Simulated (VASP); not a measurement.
Write the native input for VASP 6.6.1 that does the following.

```yaml
Task: single point
Functional: LDA
Potentials_or_basis: VASP PAW LDA potentials, release 64 (Cu, O)
Cutoff: 520 eV
k_mesh: 14 × 14 × 14
Occupations: gaussian, width 0.15 eV
Spin: no spin polarisation
Dipole_correction: no
Further_INCAR_settings: ALGO = Normal; EDIFF = 1e-06; NBANDS = 30
```

The structure of Cu3O2 lies in POSCAR:

```
Cu3O2
1.0
   -1.9550019901      1.9550019901      3.5884925292
    1.9550019901     -1.9550019901      3.5884925292
    1.9550019901      1.9550019901     -3.5884925292
Cu O
3 2
Direct
    0.2500000000      0.7500000000      0.5000000000
    0.7500000000      0.2500000000      0.5000000000
    0.0000000000      0.0000000000      0.0000000000
    0.0000000000      0.5000000000      0.5000000000
    0.5000000000      0.0000000000      0.5000000000
```

These files were run (other wordings do the same):

INCAR

```
SYSTEM = Cu3O2
ALGO = Normal ; EDIFF = 1E-6
ENCUT = 520 ; GGA = CA
ISIF = 2 ; ISMEAR = 0
LASPH = .True. ; LCHARG = .True.
LELF = .True. ; LREAL = .False.
LVHAR = .True. ; LWAVE = .False.
NBANDS = 30 ; NELM = 100
PREC = Accurate ; SIGMA = 0.15
```

KPOINTS

```
k-points
0
Gamma
  14 14 14
  0 0 0
```

Potentials or basis: VASP PAW LDA potentials, release 64 (Cu, O).

Launch:

```console
$ cat potpaw_LDA.64/Cu/POTCAR potpaw_LDA.64/O/POTCAR > POTCAR
$ mpirun -np 1 vasp_std > vasp.out
```

Results of the run:

| Item | Value |
| --- | --- |
| Pressure | 1.4 GPa |
| Band gap on the k mesh | zero (an odd number of electrons rules out a gap without spin polarisation) |

Caveat: an odd number of electrons without spin polarisation forces a metal; a magnetic or distorted state may lie lower.

Run time: 13 min on 1 thread of Intel Xeon 8259CL (shared host), peak memory 0.41 GiB.
